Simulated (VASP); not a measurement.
Here is a VASP 6.6.1 calculation.

INCAR

```
SYSTEM = Sr4CaTi3O12
PREC     = Accurate       ! precision mode
ENCUT    = 520            ! plane-wave cutoff, eV
EDIFF    = 1E-6           ! SCF threshold, eV
ISMEAR   = -1             ! smearing method
SIGMA    = 0.05           ! smearing width, eV
LREAL    = Auto         
LASPH    = .True.         ! aspherical terms in the spheres
NELM     = 120            ! most SCF steps
ALGO     = Normal         ! electronic algorithm
ISIF     = 2              ! what is computed and relaxed
LWAVE    = .False.        ! write WAVECAR
LCHARG   = .False.        ! write CHGCAR
GGA      = PS             ! functional
ISYM     = 0            
NBANDS   = 184            ! bands
GGA_COMPAT= .False.
```

File KPOINTS:

```
Automatic mesh
0
Gamma
  1 1 1
  0.25 0.25 0.25
```

POSCAR

```
Sr4CaTi3O12
1.0
    7.7828210000      0.0000000000      0.0000000000
    0.0000000000      7.7828210000      0.0000000000
    0.0000000000      0.0000000000      7.7828210000
Sr Ca Ti O
8 2 6 24
Direct
    0.9830480000      0.9704020000      0.9945640000
    0.9979350000      0.9819740000      0.5040610000
    0.9963400000      0.5205360000      0.0156300000
    0.9894320000      0.5201670000      0.4864990000
    0.5107510000      0.9825440000      0.9853910000
    0.5061730000      0.9799730000      0.5157260000
    0.5015800000      0.5219940000      0.0062030000
    0.5163770000      0.5319800000      0.4938730000
    0.2775210000      0.2525540000      0.3077620000
    0.2240860000      0.2482340000      0.8073860000
    0.2509150000      0.7585560000      0.2501850000
    0.2485770000      0.7423570000      0.7500670000
    0.7314940000      0.2502080000      0.2269410000
    0.7698740000      0.2539370000      0.7274610000
    0.7475920000      0.7579460000      0.2471470000
    0.7527670000      0.7454100000      0.7477380000
    0.1123830000      0.2354500000      0.0741540000
    0.3911020000      0.2647340000      0.5749340000
    0.2574840000      0.7918550000      0.0163830000
    0.2450940000      0.7093510000      0.5163850000
    0.7793560000      0.2612090000      0.9647340000
    0.7232400000      0.2336720000      0.4640750000
    0.7434790000      0.7385690000      0.9931390000
    0.7572150000      0.7597610000      0.4930330000
    0.0007750000      0.2453430000      0.2246260000
    0.9926060000      0.2580430000      0.6561920000
    0.9959320000      0.7550220000      0.2453840000
    0.9941690000      0.7381950000      0.7555310000
    0.5082660000      0.2453500000      0.1565710000
    0.5005770000      0.2433150000      0.7255060000
    0.5057570000      0.7567370000      0.2552990000
    0.5042040000      0.7481040000      0.7455290000
    0.2538380000      0.9827500000      0.3290530000
    0.2373120000      0.9812040000      0.7481280000
    0.2552200000      0.5190500000      0.2496820000
    0.2495670000      0.5176450000      0.8291290000
    0.7474840000      0.9984510000      0.2174890000
    0.7573950000      0.9972440000      0.7463700000
    0.7473670000      0.5004540000      0.2456390000
    0.7464960000      0.4995330000      0.7177860000
```

Potentials or basis: VASP PAW PBE potentials, release 64 (Sr_sv, Ca_sv, Ti_sv, O).

Command:

```bash
$ cat potpaw_PBE.64/Sr_sv/POTCAR potpaw_PBE.64/Ca_sv/POTCAR potpaw_PBE.64/Ti_sv/POTCAR potpaw_PBE.64/O/POTCAR > POTCAR
$ mpirun -np 1 vasp_std > vasp.out
```

Q: What does it give for the largest force?

A: 0.274 eV/Å.

Q: Predict the band gap on the k mesh.

A: 2.48 eV.

Q: What does it give for the pressure?

A: 10.8 GPa.

Forces in eV/Å, atoms in the order of the input:
```
Sr   0.022 -0.008 -0.038
Sr  -0.027 -0.027  0.008
Sr  -0.054  0.020  0.027
Sr   0.004  0.001 -0.036
Sr   0.008  0.009  0.022
Sr   0.013 -0.022 -0.054
Sr   0.041 -0.013 -0.038
Sr   0.009 -0.022  0.005
Ca   0.003 -0.010  0.091
Ca  -0.041 -0.024  0.036
Ti   0.039  0.028  0.042
Ti   0.022  0.027  0.022
Ti   0.043 -0.100 -0.003
Ti  -0.088 -0.080 -0.070
Ti  -0.012 -0.013 -0.019
Ti  -0.024 -0.015 -0.023
O    0.105 -0.004 -0.155
O   -0.161 -0.017 -0.181
O   -0.050 -0.020 -0.056
O   -0.020  0.002 -0.041
O    0.013  0.051  0.040
O    0.018  0.052  0.068
O    0.010  0.010  0.022
O    0.004  0.016  0.017
O   -0.133  0.020  0.167
O    0.068  0.020  0.013
O    0.029  0.017 -0.002
O    0.039 -0.037  0.002
O   -0.027  0.031 -0.027
O    0.192  0.039  0.192
O   -0.038 -0.020 -0.002
O   -0.022  0.015  0.010
O   -0.009 -0.001 -0.024
O    0.020 -0.004 -0.018
O   -0.017 -0.012 -0.043
O   -0.012 -0.008 -0.034
O    0.027  0.043  0.016
O   -0.020  0.030  0.008
O   -0.009  0.010  0.028
O    0.033  0.017  0.027
```

Caveat: the PAW data sets were made with another functional, which shifts forces and pressure a little.
